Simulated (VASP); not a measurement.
Here is a VASP 6.6.1 calculation.

Contents of INCAR:

```
SYSTEM = C
  PREC = Accurate
  ENCUT = 520
  EDIFF = 1E-6
  ISMEAR = 0
  SIGMA = 0.02
  LREAL = .FALSE.
  LASPH = .TRUE.
  NELM = 80
  ALGO = Normal
  ISIF = 2
  LWAVE = .FALSE.
  LCHARG = .FALSE.
  GGA = PE
  IVDW = 12
  NBANDS = 16
```

KPOINTS

```
Automatic mesh
0
G
  12 12 6
  0 0 0
```

Contents of POSCAR:

```
C
1.0
    2.5011548678      0.0000000000      0.0000000000
   -1.2505774339      2.1660636543      0.0000000000
    0.0000000000      0.0000000000      4.1633535805
C
4
Direct
    0.3333333333      0.6666666667      0.4372201663
    0.3333333333      0.6666666667      0.0627798337
    0.6666666667      0.3333333333      0.9372201663
    0.6666666667      0.3333333333      0.5627798337
```

Potentials or basis: VASP PAW PBE potentials, release 64 (C).

Run with:

```console
$ cat potpaw_PBE.64/C/POTCAR > POTCAR
$ mpirun -np 1 vasp_std > vasp.out
```

What does it give for the pressure?

0.7 GPa.

Estimate the band gap on the k mesh.

3.29 eV, indirect (least direct gap 4.98 eV).

Forces in eV/Å, atoms in the order of the input:
```
C    0.000  0.000 -0.003
C    0.000  0.000  0.003
C    0.000  0.000 -0.003
C    0.000  0.000  0.003
```

A k mesh can miss the band edges.
